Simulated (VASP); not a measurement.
# B3C: single point with PBE

The system is B3C.

```
B C
1.0
     2.41039    0.00000    0.00000
    -1.20520    2.08746    0.00000
     0.00000    0.00000    7.50878
B C
3 1
Direct
  0.00000 0.00000 0.00000
  0.66667 0.33333 0.76162
  0.66667 0.33333 0.23838
  0.00000 0.00000 0.50000
```

* Program: VASP 6.6.1
* Task: single point
* Functional: PBE
* Potentials or basis: VASP PAW PBE potentials, release 64 (B, C)
* Cutoff: 520 eV
* k mesh: 12 × 12 × 2
* Occupations: gaussian, width 0.1 eV
* Spin: no spin polarisation

The pressure is -37.2 GPa. The largest force is 0.744 eV/Å.

Forces on the atoms (eV/Å):
```
B    0.000  0.000  0.000
B    0.000  0.000  0.744
B    0.000  0.000 -0.744
C    0.000  0.000  0.000
```

Stress tensor (GPa, compression positive):
```
-35.63   0.00   0.00
  0.00 -35.63   0.00
  0.00   0.00 -40.40
```

Levels at points of the mesh, in eV from the Fermi level:
| k point | band 4 | band 5 | band 6 | band 7 | band 8 | band 9 |
| --- | --- | --- | --- | --- | --- | --- |
| (0.00, 0.00, 0.00) | -5.84 | -4.89 | 3.62 | 4.87 | 5.13 | 5.13 |
| (0.50, 0.00, 0.00) | -5.34 | -5.13 | -3.35 | -0.28 | 0.71 | 1.67 |
| (0.00, 0.00, 0.50) | -8.51 | -1.20 | -0.27 | 5.13 | 5.13 | 7.44 |
| (0.50, 0.00, 0.50) | -6.03 | -3.87 | -2.04 | -2.02 | -0.93 | 2.75 |

Run time: 7.3 s on 1 thread of Intel(R) Xeon(R) 6975P-C (Granite Rapids), on a shared host, peak memory 0.14 GiB.

Caveat: the k points lie up to 0.42 Å⁻¹ apart.
